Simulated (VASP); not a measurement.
MgO (Periclase), 2 atoms in the cell. It takes space group Fm-3m (No. 225, cubic). Conventional cell: a = 4.204 Å, b = 4.204 Å, c = 4.204 Å, α = 90.00°, β = 90.00°, γ = 90.00°. Within 2.8 Å of Mg (site symmetry m-3m) lie 6 O at 2.10 Å. O (site symmetry m-3m) has 6 Mg at 2.10 Å within 2.8 Å. 

```yaml
Program: VASP 6.6.1
Task: single point
Functional: r2SCAN
Potentials_or_basis: VASP PAW PBE potentials, release 64 (Mg, O)
Cutoff: 520 eV
k_mesh: 8 × 8 × 8
Occupations: gaussian, width 0.01 eV
Spin: no spin polarisation
Dipole_correction: no
Further_INCAR_settings: ALGO = Normal; EDIFF = 1e-06; NBANDS = 11
```

Potentials or basis: VASP PAW PBE potentials, release 64 (Mg, O).

Launch:

```sh
$ cat potpaw_PBE.64/Mg/POTCAR potpaw_PBE.64/O/POTCAR > POTCAR
$ cp INCAR.step1 INCAR
$ mpirun -np 1 vasp_std > vasp.out
$ cp INCAR.step2 INCAR
$ mpirun -np 1 vasp_std > vasp.out
```

Hardware: 1 thread of AMD EPYC 7R13 Processor (Zen 3), with other jobs on the host.

Problem. How long does it take, and how much memory?

Solution. Wall time 24 s on 1 thread of AMD EPYC 7R13 Processor (Zen 3) (shared host), peak memory 0.11 GiB. Counts: k points 29.
